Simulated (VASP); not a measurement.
Wanted: the native input for a VASP 6.6.1 run.

- Task: single point
- Functional: LDA
- Potentials or basis: VASP PAW LDA potentials, release 64 (C_h)
- Cutoff: 1300 eV
- k mesh: 12 × 12 × 12
- Occupations: gaussian, width 0.02 eV
- Spin: no spin polarisation
- Dipole correction: no
- Further INCAR settings: ALGO = Normal; EDIFF = 1e-06; NBANDS = 11

The structure of C lies in POSCAR:

```
C
1.0
    0.0000000000      1.7657234640      1.7657234640
    1.7657234640      0.0000000000      1.7657234640
    1.7657234640      1.7657234640      0.0000000000
C
2
Direct
    0.0000000000      0.0000000000      0.0000000000
    0.2500000000      0.2500000000      0.2500000000
```

The input as run:

INCAR

```
PREC = Accurate ; ENCUT = 1300
EDIFF = 1E-6 ; ISMEAR = 0
SIGMA = 0.02 ; LREAL = False
LASPH = True ; NELM = 120
ALGO = Normal ; ISIF = 2
LWAVE = False ; LCHARG = False
GGA = CA ; NBANDS = 11
GGA_COMPAT = False
```

KPOINTS

```
regular mesh
0
Gamma
  12 12 12
```

Potentials or basis: VASP PAW LDA potentials, release 64 (C_h).

Command:

```sh
$ cat potpaw_LDA.64/C_h/POTCAR > POTCAR
$ mpirun -np 1 vasp_std > vasp.out
```

Results of the run:

```yaml
Pressure: 1.0 GPa
Band_gap_on_the_k_mesh: 4.20 eV (least direct gap 5.63 eV)
```

Run time: 18 s on 1 thread of AMD EPYC 7R13 Processor (Zen 3), on a shared host, peak memory 0.12 GiB.
